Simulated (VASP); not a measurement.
Write the native input for VASP 6.6.1 that does the following.

```
Task                   : relaxation of cell and atoms
Functional             : r2SCAN
Potentials or basis    : VASP PAW PBE potentials, release 64 (Ta_pv, N)
Cutoff                 : 600 eV
k mesh                 : 18 × 18 × 14
Occupations            : fermi-dirac, width 0.15 eV
Spin                   : no spin polarisation
Dipole correction      : no
Further INCAR settings : ALGO = Normal; EDIFF = 1e-06; IBRION = 2; EDIFFG = -0.001; NSW = 80; ISIF = 3
```

Crystal: TaN.

```
CELL_PARAMETERS angstrom
2.93631 0.00000 0.00000
-1.46815 2.54291 0.00000
0.00000 0.00000 2.88470
ATOMIC_POSITIONS crystal
Ta 0.00000 0.00000 0.50000
N 0.66667 0.33333 0.00000
```

These files were run (other wordings do the same):

POSCAR

```
TaN
1.0
    2.9363052426      0.0000000000      0.0000000000
   -1.4681526213      2.5429149334      0.0000000000
    0.0000000000      0.0000000000      2.8846982947
Ta N
1 1
Direct
    0.0000000000      0.0000000000      0.5000000000
    0.6666666667      0.3333333333      0.0000000000
```

INCAR.step1

```
SYSTEM = TaN
PREC = Accurate ; ENCUT = 600
ISMEAR = -1 ; SIGMA = 0.15
LREAL = .False. ; LASPH = .True.
NELM = 100 ; GGA = PE
ALGO = Normal ; EDIFF = 1E-4
LWAVE = .True. ; LCHARG = .False.
```

INCAR.step2

```
SYSTEM = TaN
PREC = Accurate ; ENCUT = 600
EDIFF = 1E-6 ; ISMEAR = -1
SIGMA = 0.15 ; LREAL = .False.
LASPH = .True. ; NELM = 100
ALGO = Normal ; ISIF = 3
LWAVE = .False. ; LCHARG = .False.
METAGGA = R2SCAN ; LMIXTAU = .True.
IBRION = 2 ; NSW = 80
EDIFFG = -0.001 ; ISTART = 1
```

KPOINTS

```
Automatic mesh
0
Gamma
  18 18 14
  0 0 0
```

Potentials or basis: VASP PAW PBE potentials, release 64 (Ta_pv, N).

Command:

```console
$ cat potpaw_PBE.64/Ta_pv/POTCAR potpaw_PBE.64/N/POTCAR > POTCAR
$ cp INCAR.step1 INCAR
$ mpirun -np 1 vasp_std > vasp.out
$ cp INCAR.step2 INCAR
$ mpirun -np 1 vasp_std > vasp.out
```

Results of the run:

- Relaxed volume: 10.82 Å³/atom
- Relaxed cell: a = 2.941 Å, b = 2.941 Å, c = 2.889 Å, α = 90.00°, β = 90.00°, γ = 120.00°
- Space group after relaxing (to 0.1 Å): P-6m2 (No. 187)
- Energy gained by relaxing: 0.2 meV/atom
- Ionic steps: 10
- Pressure after relaxing: 0.0 GPa
- Band gap on the k mesh: zero (bands 8 and 9 overlap by 0.25 eV)

Caveat: the PAW data sets were made with another functional, which shifts forces and pressure a little; spin-orbit coupling is left out, which moves the levels of the heavy elements.

It took 28 min on 1 thread of Intel Xeon 8259CL (shared host), peak memory 0.25 GiB.
